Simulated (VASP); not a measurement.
# SrO (rock salt type) (Fm-3m) in VASP: a series of runs

SrO (rock salt type) is run at these levels: r2SCAN; tasks: single point.

Everything below comes from runs of VASP 6.6.1. Logs are shortened: lines on timing, memory, paths and dates and some standing lists are left out, and cuts for length are marked.

## Step 1: The cell of the first run

It takes space group Fm-3m (No. 225, cubic). Conventional cell: a = 5.053 Å, b = 5.053 Å, c = 5.053 Å, α = 90.00°, β = 90.00°, γ = 90.00°. Sr (site symmetry m-3m) has 6 O at 2.53 Å within 3.3 Å. Within 3.3 Å of O (site symmetry m-3m) lie 6 Sr at 2.53 Å.

## Step 2: Single point, r2SCAN

Contents of POSCAR:

```
SrO
1.0
    0.0000000000      2.5264234200      2.5264234200
    2.5264234200      0.0000000000      2.5264234200
    2.5264234200      2.5264234200      0.0000000000
Sr O
1 1
Direct
    0.0000000000      0.0000000000      0.0000000000
    0.5000000000      0.5000000000      0.5000000000
```

Contents of INCAR.step1:

```
  ALGO = Normal
  EDIFF = 1E-4
  ENCUT = 520
  GGA = PE
  ISMEAR = -1
  LASPH = T
  LCHARG = F
  LREAL = F
  LWAVE = T
  NBANDS = 15
  NELM = 80
  PREC = Accurate
  SIGMA = 0.1
```

Contents of INCAR.step2:

```
  ALGO = Normal
  EDIFF = 1E-6
  ENCUT = 520
  ISIF = 2
  ISMEAR = -1
  ISTART = 1
  LASPH = T
  LCHARG = T
  LELF = T
  LMIXTAU = T
  LREAL = F
  LVHAR = T
  LWAVE = F
  METAGGA = R2SCAN
  NBANDS = 15
  NELM = 80
  PREC = Accurate
  SIGMA = 0.1
```

Contents of KPOINTS:

```
k-points
0
Gamma
  11 11 11
```

Potentials or basis: VASP PAW PBE potentials, release 64 (Sr_sv, O).

The run is started by

```sh
cat potpaw_PBE.64/Sr_sv/POTCAR potpaw_PBE.64/O/POTCAR > POTCAR
cp INCAR.step1 INCAR
mpirun -np 1 vasp_std > vasp.out
cp INCAR.step2 INCAR
mpirun -np 1 vasp_std > vasp.out
```

OUTCAR:

```text
EDIFF = 1E-6
   ENCUT = 520
   ISIF = 2
   ISMEAR = -1
   ISTART = 1
   LASPH = T
   LREAL = F
   METAGGA = R2SCAN
   NELM = 80
   PREC = Accurate

 ion  position               nearest neighbor table
   1  0.000  0.000  0.000-   2 2.53   2 2.53   2 2.53   2 2.53   2 2.53   2 2.53
   2  0.500  0.500  0.500-   1 2.53   1 2.53   1 2.53   1 2.53   1 2.53   1 2.53

  LATTYP: Found a face centered cubic cell.
 ALAT       =     5.0528468400

  Lattice vectors:

 A1 = (   0.0000000000,   2.5264234200,   2.5264234200)
 A2 = (   2.5264234200,   0.0000000000,   2.5264234200)
 A3 = (   2.5264234200,   2.5264234200,   0.0000000000)

Analysis of symmetry for initial positions (statically):
=====================================================================
 Subroutine PRICEL returns:
 Original cell was already a primitive cell.

 Routine SETGRP: Setting up the symmetry group for a
 face centered cubic supercell.

 Subroutine GETGRP returns: Found 48 space group operations
 (whereof 48 operations were pure point group operations)
 out of a pool of 48 trial point group operations.

The static configuration has the point symmetry O_h .

Analysis of symmetry for dynamics (positions and initial velocities):
=====================================================================
 Subroutine PRICEL returns:
 Original cell was already a primitive cell.

 Routine SETGRP: Setting up the symmetry group for a
 face centered cubic supercell.

 Subroutine GETGRP returns: Found 48 space group operations
 (whereof 48 operations were pure point group operations)
 out of a pool of 48 trial point group operations.

The dynamic configuration has the point symmetry O_h .

 Subroutine INISYM returns: Found 48 space group operations
 (whereof 48 operations are pure point group operations),
 and found     1 'primitive' translations

----------------------------------------------------------------------------------------

                                     Primitive cell

  volume of cell :      32.2514

  direct lattice vectors                    reciprocal lattice vectors
     0.000000000  2.526423420  2.526423420    -0.197908235  0.197908235  0.197908235
     2.526423420  0.000000000  2.526423420     0.197908235 -0.197908235  0.197908235
     2.526423420  2.526423420  0.000000000     0.197908235  0.197908235 -0.197908235

  length of vectors
     3.572902265  3.572902265  3.572902265     0.342787118  0.342787118  0.342787118

  position of ions in fractional coordinates (direct lattice)
     0.000000000  0.000000000  0.000000000
     0.500000000  0.500000000  0.500000000

  ion indices of the primitive-cell ions
   primitive index   ion index
                 1           1
                 2           2

----------------------------------------------------------------------------------------

 KPOINTS: k-points

Automatic generation of k-mesh.
 Grid dimensions read from file:
 generate k-points for:   11   11   11

 Generating k-lattice:

  Cartesian coordinates                     Fractional coordinates (reciprocal lattice)
    -0.017991658  0.017991658  0.017991658     0.090909091  0.000000000  0.000000000
     0.017991658 -0.017991658  0.017991658     0.000000000  0.090909091  0.000000000
     0.017991658  0.017991658 -0.017991658     0.000000000  0.000000000  0.090909091

  Length of vectors
     0.031162465  0.031162465  0.031162465

  Shift w.r.t. Gamma in fractional coordinates (k-lattice)
     0.000000000  0.000000000  0.000000000

 Subroutine IBZKPT returns following result:
 ===========================================

 Found     56 irreducible k-points:

 Following reciprocal coordinates:
            Coordinates               Weight
  0.000000  0.000000  0.000000      1.000000
  0.090909  0.000000  0.000000      8.000000
  0.181818  0.000000  0.000000      8.000000
  0.272727  0.000000  0.000000      8.000000
  0.363636  0.000000  0.000000      8.000000
  0.454545  0.000000  0.000000      8.000000
[... 16 lines left out ...]
 -0.272727  0.181818  0.000000     24.000000
 -0.181818  0.181818  0.000000     12.000000
 [... further k-points ...]
   k-points           NKPTS =     56   k-points in BZ     NKDIM =     56   number of bands    NBANDS=     15
   number of dos      NEDOS =    301   number of ions     NIONS =      2
   total plane-waves  NPLWV =  21952
   dimension x,y,z NGX =    28 NGY =   28 NGZ =   28
   dimension x,y,z NGXF=    56 NGYF=   56 NGZF=   56
   ions per type =               1   1
   NGX,Y,Z   is equivalent  to a cutoff of  13.03, 13.03, 13.03 a.u.
   NGXF,Y,Z  is equivalent  to a cutoff of  26.06, 26.06, 26.06 a.u.
 SYSTEM =  unknown system
   PREC   = accura    normal or accurate (medium, high low for compatibility)
   ISTART =      1    job   : 0-new  1-cont  2-samecut
   ICHARG =      0    charge: 1-file 2-atom 10-const
   ISPIN  =      1    spin polarized calculation?
   LNONCOLLINEAR =      F non collinear calculations
   LSORBIT =      F    spin-orbit coupling
   LASPH  =      T    aspherical Exc in radial PAW
   ENCUT  =  520.0 eV  38.22 Ry    6.18 a.u.   6.64  6.64  6.64*2*pi/ulx,y,z
   NELM   =     80;   NELMIN=  2; NELMDL=  0     # of ELM steps
   EDIFF  = 0.1E-05   stopping-criterion for ELM
   LREAL  =      F    real-space projection
   EDIFFG = 0.1E-04   stopping-criterion for IOM
   NSW    =      0    number of steps for IOM
   IBRION =     -1    ionic relax: 0-MD 1-quasi-New 2-CG
   NFREE  =      0    steps in history (QN), initial steepest desc. (CG)
   ISIF   =      2    stress and relaxation
   ISYM   =      2    0-nonsym 1-usesym 2-fastsym
   POTIM  = 0.5000    time-step for ionic-motion
   TEBEG  =    0.0;   TEEND  =   0.0 temperature during run
   PSTRESS=    0.0 pullay stress
   NELECT =      16.0000    total number of electrons
   NUPDOWN=      -1.0000    fix difference up-down
   EMIN   =  10.00;   EMAX   =-10.00  energy-range for DOS
   EFERMI =   0.00;   METHOD = LEGACY
   ISMEAR =    -1;   SIGMA  =   0.10  broadening in eV -4-tet -1-fermi 0-gaus
   EFERMI_NEDOS =   21; number of points for ismear=-14 and -15
   IALGO  =     38    algorithm
   IMIX   =      4    mixing-type and parameters
     AMIX     =   0.40;   BMIX     =  1.00
     AMIX_MAG =   1.60;   BMIX_MAG =  1.00
  volume/ion in A,a.u.               =      16.13       108.82
  Fermi-wavevector in a.u.,A,eV,Ry     =   1.295981  2.449049 22.851899  1.679567
  Thomas-Fermi vector in A             =   2.427466
   LORBIT       =      0    0 simple, 1 ext, 2 COOP (PROOUT), +10 PAW based schemes
   METAGGA = R2SCAN    functional components
   LHFCALC =     F    Hartree Fock is set to
   AEXX    =    0.0000 exact exchange contribution
   IVDW    =     0    specifies the selected vdW correction
   LEPSILON=     F    determine dielectric tensor
   LRPA    =     F    only Hartree local field effects (RPA)
 non-spin polarized calculation
  energy-cutoff  :      520.00
  volume of cell :       32.25
 maximum number of plane-waves:       893
   NGX = 13   NGY = 13   NGZ = 13

 number of electron      15.9999996 magnetization

 Free energy of the ion-electron system (eV)
  ---------------------------------------------------
  ext. energy  EPLUGINS =         0.00000000
  ---------------------------------------------------
  free energy    TOTEN  =       -27.00421324 eV

  energy without entropy =      -27.00421323  energy(sigma->0) =      -27.00421323

 E-fermi :   3.6048     XC(G=0): -10.8596

 val. band max:        1.5945590132   @ k =   0.0000   0.0000   0.0000
 cond. band min:       5.3441912733   @ k =   0.4545   0.4545   0.0000
 fundamental gap:      3.7496322602
 Fermi energy:         3.6047561368

 k-point     1 :       0.0000    0.0000    0.0000
  band No.  band energies     occupation
      1     -31.6949      2.00000
      2     -14.4975      2.00000
      3     -12.6571      2.00000
      4     -12.6571      2.00000
      5     -12.6571      2.00000
      6       1.5946      2.00000
      7       1.5946      2.00000
      8       1.5946      2.00000
      9       6.6617      0.00000
     10       8.4880      0.00000
     11       8.4880      0.00000
     12       8.4880      0.00000
     13      10.9313      0.00000
     14      10.9313      0.00000
     15      15.1671      0.00000

 k-point     2 :       0.0909    0.0000    0.0000
  band No.  band energies     occupation
      1     -31.6812      2.00000
      2     -14.6705      2.00000
      3     -12.6641      2.00000
      4     -12.6641      2.00000
      5     -12.5166      2.00000
      6       1.3464      2.00000
      7       1.4766      2.00000
      8       1.4766      2.00000
      9       7.0506      0.00000
     10       8.3854      0.00000
     11       8.6649      0.00000
     12       8.6649      0.00000
     13      11.1761      0.00000
     14      11.1761      0.00000
     15      15.7628      0.00000

 k-point     3 :       0.1818    0.0000    0.0000
  band No.  band energies     occupation
      1     -31.6441      2.00000
      2     -15.0512      2.00000
      3     -12.6826      2.00000
      4     -12.6826      2.00000
      5     -12.2238      2.00000
      6       0.7803      2.00000
      7       1.1813      2.00000
      8       1.1813      2.00000
      9       8.0109      0.00000
     10       8.2715      0.00000
     11       9.1715      0.00000
     12       9.1715      0.00000
     13      11.8377      0.00000
     14      11.8377      0.00000
     15      17.2424      0.00000

 k-point     4 :       0.2727    0.0000    0.0000
  band No.  band energies     occupation
      1     -31.5949      2.00000
      2     -15.4543      2.00000
      3     -12.7066      2.00000
      4     -12.7066      2.00000
      5     -11.9361      2.00000
      6       0.1669      2.00000
      7       0.8320      2.00000
      8       0.8320      2.00000
      9       8.3297      0.00000
     10       9.2468      0.00000
     11       9.9252      0.00000
     12       9.9252      0.00000
     13      12.7549      0.00000
     14      12.7549      0.00000
     15      18.7266      0.00000
[... 307 lines left out ...]
 k-point    22 :      -0.3636    0.1818    0.0000
  band No.  band energies     occupation
      1     -31.5075      2.00000
      2     -15.7106      2.00000
      3     -13.0768      2.00000
      4     -12.7748      2.00000
      5     -11.8533      2.00000
      6      -0.2092      2.00000
      7       0.4650      2.00000
      8       0.8892      2.00000
      9       8.8078      0.00000
     10       9.5021      0.00000
     11      11.2111      0.00000
     12      11.8872      0.00000
     13      14.4097      0.00000
     14      15.3903      0.00000
     15      17.1259      0.00000

 k-point    23 :      -0.2727    0.1818    0.0000
  band No.  band energies     occupation
      1     -31.5376      2.00000
      2     -15.6026      2.00000
      3     -13.0430      2.00000
      4     -12.7192      2.00000
      5     -11.8498      2.00000
      6      -0.1553      2.00000
      7       0.4788      2.00000
      8       1.1375      2.00000
      9       8.3276      0.00000
     10       9.5803      0.00000
     11      10.4074      0.00000
     12      11.3268      0.00000
     13      13.9718      0.00000
     14      14.1411      0.00000
     15      18.2041      0.00000

 k-point    24 :      -0.1818    0.1818    0.0000
  band No.  band energies     occupation
      1     -31.5791      2.00000
      2     -15.4260      2.00000
      3     -12.9369      2.00000
      4     -12.6776      2.00000
      5     -11.9277      2.00000
      6       0.0661      2.00000
      7       0.6300      2.00000
      8       1.3091      2.00000
      9       8.0313      0.00000
     10       9.0853      0.00000
     11       9.7057      0.00000
     12      10.8231      0.00000
     13      12.8225      0.00000
     14      13.3018      0.00000
     15      19.3654      0.00000

 [... further k-points ...]

------------------------ aborting loop because EDIFF is reached ----------------------------------------

  FORCE on cell =-STRESS in cart. coord.  units (eV):
  Direction    XX          YY          ZZ          XY          YZ          ZX
  --------------------------------------------------------------------------------------
  -------------------------------------------------------------------------------------
  Total        1.5051609      1.5051609      1.5051609      0.0000000      0.0000000      0.0000000
  in kB       74.7730510     74.7730510     74.7730510      0.0000000      0.0000000      0.0000000
  external PRESSURE =      74.7730510 kB  Pullay stress =       0.0000000 kB

 VOLUME and BASIS-vectors are now :
 -----------------------------------------------------------------------------
  energy-cutoff  :      520.00
  volume of cell :       32.25
      direct lattice vectors                 reciprocal lattice vectors
     0.000000000  2.526423420  2.526423420    -0.197908235  0.197908235  0.197908235
     2.526423420  0.000000000  2.526423420     0.197908235 -0.197908235  0.197908235
     2.526423420  2.526423420  0.000000000     0.197908235  0.197908235 -0.197908235

 POSITION                                       TOTAL-FORCE (eV/Angst)
 -----------------------------------------------------------------------------------
      0.00000      0.00000      0.00000         0.000000      0.000000      0.000000
      2.52642      2.52642      2.52642         0.000000      0.000000     -0.000000
 -----------------------------------------------------------------------------------
    total drift:                                0.000000      0.000000      0.000000

  FREE ENERGIE OF THE ION-ELECTRON SYSTEM (eV)
  ---------------------------------------------------
  free  energy   TOTEN  =       -27.0042132351 eV

  energy  without entropy=      -27.0042132338  energy(sigma->0) =      -27.00421323
```

It took 3.4 min on 1 thread of Intel Xeon 8259CL, shared host; peak memory 0.19 GiB.

What came out:

```
Free energy            : -27.0042 eV
Pressure               : 7.5 GPa
Band gap on the k mesh : 3.75 eV (least direct gap 3.80 eV)
```

Caveat: the cell stands under pressure; the PAW data sets were made with another functional, which shifts forces and pressure a little; an odd mesh through Γ misses points on the zone boundary, where band edges can lie.

## Step 3: Single point, r2SCAN

This run uses another cell than the first one, of 16.65 Å³/atom.

Contents of POSCAR:

```
SrO
1.0
    0.0000000000      2.5535913463      2.5535913463
    2.5535913463      0.0000000000      2.5535913463
    2.5535913463      2.5535913463      0.0000000000
Sr O
1 1
Direct
    0.0000000000      0.0000000000      0.0000000000
    0.5000000000      0.5000000000      0.5000000000
```

Contents of INCAR.step1:

```
ALGO     = Normal         # electronic algorithm
EDIFF    = 1E-4           # SCF threshold, eV
ENCUT    = 520            # plane-wave cutoff, eV
GGA      = PE             # functional
ISMEAR   = -1             # smearing method
LASPH    = True           # aspherical terms in the spheres
LCHARG   = False          # write CHGCAR
LREAL    = False          # projectors in reciprocal space
LWAVE    = True           # write WAVECAR
NBANDS   = 15             # bands
NELM     = 80             # most SCF steps
PREC     = Accurate       # precision mode
SIGMA    = 0.1            # smearing width, eV
```

Contents of INCAR.step2:

```
ALGO     = Normal         # electronic algorithm
EDIFF    = 1E-6           # SCF threshold, eV
ENCUT    = 520            # plane-wave cutoff, eV
ISIF     = 2              # what is computed and relaxed
ISMEAR   = -1             # smearing method
ISTART   = 1            
LASPH    = True           # aspherical terms in the spheres
LCHARG   = False          # write CHGCAR
LMIXTAU  = True         
LREAL    = False          # projectors in reciprocal space
LWAVE    = False          # write WAVECAR
METAGGA  = R2SCAN         # meta-GGA
NBANDS   = 15             # bands
NELM     = 80             # most SCF steps
PREC     = Accurate       # precision mode
SIGMA    = 0.1            # smearing width, eV
```

KPOINTS is that of step 2.

Potentials or basis: VASP PAW PBE potentials, release 64 (Sr_sv, O).

The run is started by

```sh
cat potpaw_PBE.64/Sr_sv/POTCAR potpaw_PBE.64/O/POTCAR > POTCAR
cp INCAR.step1 INCAR
mpirun -np 1 vasp_std > vasp.out
cp INCAR.step2 INCAR
mpirun -np 1 vasp_std > vasp.out
```

It took 3.6 min on 1 thread of Intel Xeon 8259CL, shared host; peak memory 0.18 GiB.

It converged, with:

```yaml
Free_energy: -27.0414 eV
Pressure: 3.7 GPa
Band_gap_on_the_k_mesh: 3.77 eV (least direct gap 3.85 eV)
```

Levels at points of the mesh, in eV from the valence-band top:
```tsv
k point	band 5	band 6	band 7	band 8	band 9	band 10	band 11	band 12
(0.00, 0.00, 0.00)	-14.40	0.00	0.00	0.00	4.81	6.82	6.82	6.82
```

Caveat: the cell stands under pressure; the PAW data sets were made with another functional, which shifts forces and pressure a little; an odd mesh through Γ misses points on the zone boundary, where band edges can lie.

[end of part 1 of 2]
